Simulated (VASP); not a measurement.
# CuO (P4_2/mmc) in VASP: notebook

CuO is run at these levels: PBE; tasks: relaxation of cell and atoms.

All numbers are computed with VASP 6.6.1; they aren't measurements. Logs are shortened: lines on timing, memory, paths and dates and some standing lists are left out, and cuts for length are marked.

## (1) The cell of the first run

It takes space group P4_2/mmc (No. 131, tetragonal). Conventional cell: a = 3.422 Å, b = 3.422 Å, c = 4.260 Å, α = 90.00°, β = 90.00°, γ = 90.00°. Within 2.7 Å of Cu (site symmetry mmm) lie 4 O at 2.02 Å. Within 2.7 Å of O (site symmetry -4m2) lie 4 Cu at 2.02 Å and 2 O at 2.13 Å.

## (2) Relaxation of cell and atoms, PBE, target pressure 5 GPa, at which the enthalpy is minimised

INCAR reads:

```
SYSTEM = CuO
  PREC = Accurate
  ENCUT = 600
  EDIFF = 1E-7
  ISMEAR = -1
  SIGMA = 0.05
  LREAL = .FALSE.
  LASPH = .TRUE.
  NELM = 100
  ALGO = Normal
  ISIF = 3
  LWAVE = .FALSE.
  LCHARG = .FALSE.
  GGA = PE
  IBRION = 2
  NSW = 60
  EDIFFG = -0.01
  PSTRESS = 50.0
```

KPOINTS reads:

```
Automatic mesh
0
G
  8 8 6
  0 0 0
```

POSCAR reads:

```
CuO
1.0
    3.4220509700      0.0000000000      0.0000000000
    0.0000000000      3.4220509700      0.0000000000
    0.0000000000      0.0000000000      4.2604614800
Cu O
2 2
Direct
    0.0000000000      0.5000000000      0.0000000000
    0.5000000000      0.0000000000      0.5000000000
    0.0000000000      0.0000000000      0.2500000000
    0.0000000000      0.0000000000      0.7500000000
```

Potentials or basis: VASP PAW PBE potentials, release 64 (Cu, O).

Started as:

```bash
$ cat potpaw_PBE.64/Cu/POTCAR potpaw_PBE.64/O/POTCAR > POTCAR
$ mpirun -np 1 vasp_std > vasp.out
```

OUTCAR:

```text
SYSTEM = CuO
   PREC = Accurate
   ENCUT = 600
   EDIFF = 1E-7
   ISMEAR = -1
   LREAL = .FALSE.
   LASPH = .TRUE.
   NELM = 100
   ISIF = 3
   GGA = PE
   IBRION = 2
   NSW = 60
   EDIFFG = -0.01
   PSTRESS = 50.0

 ion  position               nearest neighbor table
   1  0.000  0.500  0.000-   3 2.02   4 2.02   3 2.02   4 2.02
   2  0.500  0.000  0.500-   3 2.02   4 2.02   3 2.02   4 2.02
   3  0.000  0.000  0.250-   1 2.02   2 2.02   1 2.02   2 2.02
   4  0.000  0.000  0.750-   1 2.02   2 2.02   1 2.02   2 2.02

  LATTYP: Found a simple tetragonal cell.
 ALAT       =     3.4220509700
 C/A-ratio  =     1.2450023443

  Lattice vectors:

 A1 = (   3.4220509700,   0.0000000000,   0.0000000000)
 A2 = (   0.0000000000,   3.4220509700,   0.0000000000)
 A3 = (   0.0000000000,   0.0000000000,   4.2604614800)

Analysis of symmetry for initial positions (statically):
=====================================================================
 Subroutine PRICEL returns:
 Original cell was already a primitive cell.

 Routine SETGRP: Setting up the symmetry group for a
 simple tetragonal supercell.

 Subroutine GETGRP returns: Found 16 space group operations
 (whereof  8 operations were pure point group operations)
 out of a pool of 16 trial point group operations.

The static configuration has the point symmetry D_2h.
 The point group associated with its full space group is D_4h.

Analysis of symmetry for dynamics (positions and initial velocities):
=====================================================================
 Subroutine PRICEL returns:
 Original cell was already a primitive cell.

 Routine SETGRP: Setting up the symmetry group for a
 simple tetragonal supercell.

 Subroutine GETGRP returns: Found 16 space group operations
 (whereof  8 operations were pure point group operations)
 out of a pool of 16 trial point group operations.

The dynamic configuration has the point symmetry D_2h.
 The point group associated with its full space group is D_4h.

 Subroutine INISYM returns: Found 16 space group operations
 (whereof  8 operations are pure point group operations),
 and found     1 'primitive' translations

----------------------------------------------------------------------------------------

                                     Primitive cell

  volume of cell :      49.8918

  direct lattice vectors                    reciprocal lattice vectors
     3.422050970  0.000000000  0.000000000     0.292222415  0.000000000  0.000000000
     0.000000000  3.422050970  0.000000000     0.000000000  0.292222415  0.000000000
     0.000000000  0.000000000  4.260461480     0.000000000  0.000000000  0.234716358

  length of vectors
     3.422050970  3.422050970  4.260461480     0.292222415  0.292222415  0.234716358

  position of ions in fractional coordinates (direct lattice)
     0.000000000  0.500000000  0.000000000
     0.500000000  0.000000000  0.500000000
     0.000000000  0.000000000  0.250000000
     0.000000000  0.000000000  0.750000000

  ion indices of the primitive-cell ions
   primitive index   ion index
                 1           1
                 2           2
                 3           3
                 4           4

----------------------------------------------------------------------------------------

 KPOINTS: Automatic mesh

Automatic generation of k-mesh.
 Grid dimensions read from file:
 generate k-points for:    8    8    6

 Generating k-lattice:

  Cartesian coordinates                     Fractional coordinates (reciprocal lattice)
     0.036527802  0.000000000  0.000000000     0.125000000  0.000000000  0.000000000
     0.000000000  0.036527802  0.000000000     0.000000000  0.125000000  0.000000000
     0.000000000  0.000000000  0.039119393     0.000000000  0.000000000  0.166666667

  Length of vectors
     0.036527802  0.036527802  0.039119393

  Shift w.r.t. Gamma in fractional coordinates (k-lattice)
     0.000000000  0.000000000  0.000000000

 Subroutine IBZKPT returns following result:
 ===========================================

 Found     60 irreducible k-points:

 Following reciprocal coordinates:
            Coordinates               Weight
  0.000000  0.000000  0.000000      1.000000
  0.125000  0.000000  0.000000      4.000000
  0.250000  0.000000  0.000000      4.000000
  0.375000  0.000000  0.000000      4.000000
  0.500000  0.000000  0.000000      2.000000
  0.125000  0.125000  0.000000      4.000000
[... 16 lines left out ...]
  0.375000  0.125000  0.166667     16.000000
  0.500000  0.125000  0.166667      8.000000
 [... further k-points ...]
   k-points           NKPTS =     60   k-points in BZ     NKDIM =     60   number of bands    NBANDS=     21
   number of dos      NEDOS =    301   number of ions     NIONS =      4
   total plane-waves  NPLWV =  28224
   dimension x,y,z NGX =    28 NGY =   28 NGZ =   36
   dimension x,y,z NGXF=    56 NGYF=   56 NGZF=   72
   ions per type =               2   2
   NGX,Y,Z   is equivalent  to a cutoff of  13.60, 13.60, 14.05 a.u.
   NGXF,Y,Z  is equivalent  to a cutoff of  27.21, 27.21, 28.09 a.u.
 SYSTEM =  CuO
   PREC   = accura    normal or accurate (medium, high low for compatibility)
   ISTART =      0    job   : 0-new  1-cont  2-samecut
   ICHARG =      2    charge: 1-file 2-atom 10-const
   ISPIN  =      1    spin polarized calculation?
   LNONCOLLINEAR =      F non collinear calculations
   LSORBIT =      F    spin-orbit coupling
   LASPH  =      T    aspherical Exc in radial PAW
   ENCUT  =  600.0 eV  44.10 Ry    6.64 a.u.   6.83  6.83  8.51*2*pi/ulx,y,z
   NELM   =    100;   NELMIN=  2; NELMDL= -5     # of ELM steps
   EDIFF  = 0.1E-06   stopping-criterion for ELM
   LREAL  =      F    real-space projection
   EDIFFG = -.1E-01   stopping-criterion for IOM
   NSW    =     60    number of steps for IOM
   IBRION =      2    ionic relax: 0-MD 1-quasi-New 2-CG
   NFREE  =      1    steps in history (QN), initial steepest desc. (CG)
   ISIF   =      3    stress and relaxation
   ISYM   =      2    0-nonsym 1-usesym 2-fastsym
   POTIM  = 0.5000    time-step for ionic-motion
   TEBEG  =    0.0;   TEEND  =   0.0 temperature during run
   PSTRESS=   50.0 pullay stress
   NELECT =      34.0000    total number of electrons
   NUPDOWN=      -1.0000    fix difference up-down
   EMIN   =  10.00;   EMAX   =-10.00  energy-range for DOS
   EFERMI =   0.00;   METHOD = LEGACY
   ISMEAR =    -1;   SIGMA  =   0.05  broadening in eV -4-tet -1-fermi 0-gaus
   EFERMI_NEDOS =   21; number of points for ismear=-14 and -15
   IALGO  =     38    algorithm
   IMIX   =      4    mixing-type and parameters
     AMIX     =   0.40;   BMIX     =  1.00
     AMIX_MAG =   1.60;   BMIX_MAG =  1.00
  volume/ion in A,a.u.               =      12.47        84.17
  Fermi-wavevector in a.u.,A,eV,Ry     =   1.440648  2.722430 28.238446  2.075467
  Thomas-Fermi vector in A             =   2.559369
   LORBIT       =      0    0 simple, 1 ext, 2 COOP (PROOUT), +10 PAW based schemes
   GGA     = PE    functional components
   LHFCALC =     F    Hartree Fock is set to
   AEXX    =    0.0000 exact exchange contribution
   IVDW    =     0    specifies the selected vdW correction
   LEPSILON=     F    determine dielectric tensor
   LRPA    =     F    only Hartree local field effects (RPA)
 conjugate gradient relaxation of ions
 non-spin polarized calculation
  energy-cutoff  :      600.00
  volume of cell :       49.89
 maximum number of plane-waves:      1696
 NGX is ok and might be reduce to    28
   NGX = 13   NGY = 13   NGZ = 17

--------------------------------------- Ionic step        1  -------------------------------------------

 number of electron      34.0000002 magnetization

 Free energy of the ion-electron system (eV)
  ---------------------------------------------------
  ext. energy  EPLUGINS =         0.00000000
  ---------------------------------------------------
  free energy    TOTEN  =       -18.29029785 eV

  energy without entropy =      -18.27057078  energy(sigma->0) =      -18.28043431

 E-fermi :   3.9995     XC(G=0): -10.6366

 val. band max:        3.9927600988   @ k =   0.2500   0.1250   0.3333
 cond. band min:       3.9997219541   @ k =   0.2500   0.1250   0.1667
 fundamental gap:      0.0069618553
 Fermi energy:         3.9995498823

 k-point     1 :       0.0000    0.0000    0.0000
  band No.  band energies     occupation
      1     -16.0656      2.00000
      2     -13.2830      2.00000
      3      -3.8679      2.00000
      4      -1.2245      2.00000
      5      -1.2245      2.00000
      6      -0.6969      2.00000
[... 565 lines left out ...]
     20       8.8653      0.00000
     21      10.1179      0.00000

 [... further k-points ...]

------------------------ aborting loop because EDIFF is reached ----------------------------------------

  FORCE on cell =-STRESS in cart. coord.  units (eV):
  Direction    XX          YY          ZZ          XY          YZ          ZX
  --------------------------------------------------------------------------------------
  -------------------------------------------------------------------------------------
  Total       -4.4172569     -4.4172569      6.6399456      0.0000000      0.0000000      0.0000000
  in kB     -141.8514067   -141.8514067    213.2286288      0.0000000      0.0000000      0.0000000
  external PRESSURE =     -73.4913949 kB  Pullay stress =      50.0000000 kB
[... 103 lines left out ...]
  energy  without entropy=      -19.4140441753  energy(sigma->0) =      -19.42371205

  enthalpy is  TOTEN    =       -18.1284657326 eV   P V=        1.3049142021

[... ionic steps 4 to 9 ...]

--------------------------------------- Ionic step       10  -------------------------------------------

 number of electron      34.0000044 magnetization

------------------------ aborting loop because EDIFF is reached ----------------------------------------
[... 75 lines left out ...]
--------------------------------------- Ionic step       12  -------------------------------------------

 number of electron      34.0000044 magnetization

 Free energy of the ion-electron system (eV)
  ---------------------------------------------------
  ext. energy  EPLUGINS =         0.00000000
  ---------------------------------------------------
  free energy    TOTEN  =       -19.72287663 eV

  energy without entropy =      -19.70641204  energy(sigma->0) =      -19.71464433

 E-fermi :   5.1595     XC(G=0): -11.4358

 val. band max:        5.0966541146   @ k =   0.3750   0.0000   0.1667
 cond. band min:       5.1624020308   @ k =   0.1250   0.1250   0.3333
 fundamental gap:      0.0657479162
 Fermi energy:         5.1594594427

 k-point     1 :       0.0000    0.0000    0.0000
  band No.  band energies     occupation
      1     -14.8111      2.00000
      2     -13.4758      2.00000
      3      -3.1432      2.00000
      4      -0.3886      2.00000
      5      -0.3886      2.00000
      6       1.3086      2.00000
[... 565 lines left out ...]
     20      10.8179      0.00000
     21      12.6247      0.00000

 [... further k-points ...]

------------------------ aborting loop because EDIFF is reached ----------------------------------------

  FORCE on cell =-STRESS in cart. coord.  units (eV):
  Direction    XX          YY          ZZ          XY          YZ          ZX
  --------------------------------------------------------------------------------------
  -------------------------------------------------------------------------------------
  Total        1.3490968      1.3490968      1.3426487     -0.0000000      0.0000000      0.0000000
  in kB       49.8031188     49.8031188     49.5650806     -0.0000000      0.0000000      0.0000000
  external PRESSURE =      -0.2762273 kB  Pullay stress =      50.0000000 kB
[... 23 lines left out ...]
  energy  without entropy=      -19.7064120371  energy(sigma->0) =      -19.71464433

  enthalpy is  TOTEN    =       -18.3684466167 eV   P V=        1.3544300161

 reached required accuracy - stopping structural energy minimisation
```

It took 9.2 min on 1 thread of Intel Xeon Platinum 8259CL at 2.50GHz (Skylake/Cascade Lake), shared host; peak memory 0.22 GiB.

Results:

- Free energy: -19.7229 eV
- Relaxed volume: 10.85 Å³/atom
- Relaxed cell: a = 2.906 Å, b = 2.906 Å, c = 5.139 Å, α = 90.00°, β = 90.00°, γ = 90.00°
- Space group after relaxing (to 0.1 Å): P4_2/mmc (No. 131)
- Energy change on relaxing (the run minimises the enthalpy): -358.1 meV/atom
- Ionic steps: 12
- Pressure after relaxing: 5.0 GPa
- Band gap on the k mesh: zero (bands 17 and 18 overlap by 1.17 eV)

Step by step:
```
step  energy change (eV)  largest force (eV/Å)  pressure (GPa)  volume (Å³)
   1              0.0000                0.0000           -2.35        49.89
   2             -0.8751                0.0000            5.22        45.59
   3             -1.1431                0.0000           17.27        41.81
   4             -1.0966                0.0000           23.21        40.43
   5             -1.3567                0.0000           -0.84        44.00
   6             -1.4002                0.0000            7.16        42.65
   7             -1.4236                0.0000            5.79        43.14
   8             -1.4323                0.0000            5.09        43.39
   9             -1.4316                0.0000            5.20        43.37
  10             -1.4331                0.0000            4.92        43.42
  11             -1.4321                0.0000            5.11        43.39
  12             -1.4326                0.0000            4.97        43.40
```

Final structure:
```
Cu O
1.0
     2.90621    0.00000    0.00000
     0.00000    2.90621    0.00000
     0.00000    0.00000    5.13858
Cu O
2 2
Cartesian
  0.0000 1.4531 0.0000
  1.4531 0.0000 2.5693
  0.0000 0.0000 1.2846
  0.0000 0.0000 3.8539
```

Levels at points of the mesh, in eV from the Fermi level:
```tsv
k point	band 13	band 14	band 15	band 16	band 17	band 18	band 19	band 20	band 21
(0.00, 0.00, 0.00)	-2.48	-2.45	-2.36	-2.00	0.67	0.67	1.46	6.14	7.36
(0.50, 0.00, 0.00)	-2.34	-1.96	-1.63	-1.55	0.21	0.45	3.62	5.95	6.58
(0.50, 0.50, 0.00)	-2.41	-2.41	-1.63	-1.23	-1.23	1.15	2.10	7.17	9.97
(0.00, 0.00, 0.50)	-2.37	-2.37	-1.59	-1.59	0.09	0.09	3.54	3.54	11.68
(0.50, 0.00, 0.50)	-2.46	-2.43	-2.08	-1.87	-0.16	0.67	4.28	5.94	8.35
(0.50, 0.50, 0.50)	-1.99	-1.99	-1.46	-1.46	-0.51	-0.51	3.97	3.97	10.70
```

Caveat: the cell is relaxed towards a set pressure, so the run minimises the enthalpy, not the energy; a cell axis changed by over 15 % at a fixed basis, so the end point is rough; semilocal functionals often make such compounds metallic where correlation or magnetic order opens a gap, which also shifts bond lengths.

## (3) Relaxation of cell and atoms, PBE, target pressure 10 GPa, at which the enthalpy is minimised

INCAR reads:

```
SYSTEM = CuO
  PREC = Accurate
  ENCUT = 600
  EDIFF = 1E-6
  ISMEAR = -1
  SIGMA = 0.05
  LREAL = .False.
  LASPH = .True.
  NELM = 60
  ALGO = Normal
  ISIF = 3
  LWAVE = .False.
  LCHARG = .False.
  GGA = PE
  IBRION = 2
  NSW = 60
  EDIFFG = -0.01
  PSTRESS = 100.0
```

KPOINTS reads:

```
Automatic mesh
0
Gamma
  8 8 6
  0 0 0
```

POSCAR is that of step 2.

Potentials or basis: VASP PAW PBE potentials, release 64 (Cu, O).

Started as:

```bash
$ cat potpaw_PBE.64/Cu/POTCAR potpaw_PBE.64/O/POTCAR > POTCAR
$ mpirun -np 1 vasp_std > vasp.out
```

It took 7.5 min on 1 thread of Intel Xeon Platinum 8259CL at 2.50GHz (Skylake/Cascade Lake), shared host; peak memory 0.22 GiB.

Results (log left out):

| Item | Value |
| --- | --- |
| Free energy | -19.6644 eV |
| Relaxed volume | 10.53 Å³/atom |
| Relaxed cell | a = 2.865 Å, b = 2.865 Å, c = 5.133 Å, α = 90.00°, β = 90.00°, γ = 90.00° |
| Space group after relaxing (to 0.1 Å) | P4_2/mmc (No. 131) |
| Energy change on relaxing (the run minimises the enthalpy) | -343.5 meV/atom |
| Ionic steps | 11 |
| Pressure after relaxing | 9.9 GPa |
| Band gap on the k mesh | zero (bands 17 and 18 overlap by 1.16 eV) |

The path:
```csv
step,energy change (eV),largest force (eV/Å),pressure (GPa),volume (Å³)
1,0.0000,0.0000,-2.40,49.89
2,-0.7207,0.0000,16.10,42.97
3,-0.6868,0.0000,28.21,40.43
4,-1.3112,0.0000,14.40,41.67
5,-1.3605,0.0000,8.09,42.16
6,-1.3640,0.0000,10.52,41.98
7,-1.3652,0.0000,10.35,42.00
8,-1.3717,0.0000,9.80,42.10
9,-1.3747,0.0000,9.60,42.15
10,-1.3744,0.0000,9.84,42.14
11,-1.3741,0.0000,9.93,42.13
```

Final structure:
```
Cu O
1.0
     2.86510    0.00000    0.00000
     0.00000    2.86510    0.00000
     0.00000    0.00000    5.13287
Cu O
2 2
Direct
  0.00000 0.50000 0.00000
  0.50000 0.00000 0.50000
  0.00000 0.00000 0.25000
  0.00000 0.00000 0.75000
```

Levels at points of the mesh, in eV from the Fermi level:
```
           k point  band 14  band 15  band 16  band 17  band 18  band 19  band 20  band 21
(0.00, 0.00, 0.00)    -2.53    -2.44    -2.11     0.67     0.67     1.54     6.21     7.45
(0.50, 0.00, 0.00)    -2.04    -1.67    -1.59     0.22     0.45     3.50     6.09     6.73
(0.50, 0.50, 0.00)    -2.47    -1.65    -1.25    -1.25     1.20     2.05     7.15    10.13
(0.00, 0.00, 0.50)    -2.47    -1.63    -1.63     0.08     0.08     3.63     3.63    11.73
(0.50, 0.00, 0.50)    -2.51    -2.13    -1.92    -0.13     0.68     4.23     6.04     8.44
(0.50, 0.50, 0.50)    -2.09    -1.48    -1.48    -0.48    -0.48     3.94     3.94    11.03
```

Caveat: the cell is relaxed towards a set pressure, so the run minimises the enthalpy, not the energy; the volume moved by over 15 % at a fixed basis, so the end points are rough; semilocal functionals often make such compounds metallic where correlation or magnetic order opens a gap, which also shifts bond lengths.
